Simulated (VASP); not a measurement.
Wanted: the native input for a VASP 6.6.1 run.

* Task: single point
* Functional: PBEsol
* Potentials or basis: VASP PAW PBE potentials, release 64 (Ti_sv, Al)
* Cutoff: 520 eV
* k mesh: 12 × 12 × 12
* Occupations: gaussian, width 0.15 eV
* Spin: no spin polarisation
* Dipole correction: no
* Further INCAR settings: ALGO = Fast; EDIFF = 1e-06; NBANDS = 18

The structure of TiAl3 lies in POSCAR:

```
TiAl3
1.0
    3.9483448106      0.0000000000      0.0000000000
    0.0000000000      3.9483448106      0.0000000000
    0.0000000000      0.0000000000      3.9483448106
Ti Al
1 3
Direct
    0.0303924824      0.0000000000      0.0000000000
    0.5000000000      0.5000000000      0.0000000000
    0.5000000000      0.0000000000      0.5000000000
    0.0000000000      0.5000000000      0.5000000000
```

This cell differs from its parent crystal: atom 1 (Ti) moved -0.120 Å towards its neighbour atom 1 (Ti) at 3.948 Å.

The input as run:

INCAR

```
ALGO     = Fast           # electronic algorithm
EDIFF    = 1E-6           # SCF threshold, eV
ENCUT    = 520            # plane-wave cutoff, eV
GGA      = PS             # functional
ISIF     = 2              # what is computed and relaxed
ISMEAR   = 0              # smearing method
LASPH    = T              # aspherical terms in the spheres
LCHARG   = F              # write CHGCAR
LREAL    = F              # projectors in reciprocal space
LWAVE    = F              # write WAVECAR
NBANDS   = 18             # bands
NELM     = 100            # most SCF steps
PREC     = Accurate       # precision mode
SIGMA    = 0.15           # smearing width, eV
```

KPOINTS

```
k-points
0
Gamma
  12 12 12
```

Potentials or basis: VASP PAW PBE potentials, release 64 (Ti_sv, Al).

Run with:

```console
$ cat potpaw_PBE.64/Ti_sv/POTCAR potpaw_PBE.64/Al/POTCAR > POTCAR
$ mpirun -np 1 vasp_std > vasp.out
```

Results of the run:

| Property | Result |
| --- | --- |
| Pressure | 0.5 GPa |
| Largest force | 1.116 eV/Å |
| Band gap on the k mesh | zero (an odd number of electrons rules out a gap without spin polarisation) |

Caveat: the cell differs from its parent crystal (atom 1 (Ti) moved -0.120 Å towards its neighbour atom 1 (Ti) at 3.948 Å); the PAW data sets were made with another functional, which shifts forces and pressure a little.

Run time: 5 min on 1 thread of Intel(R) Xeon(R) Platinum 8124M CPU @ 3.00GHz (Skylake/Cascade Lake), on a shared host, peak memory 0.32 GiB.
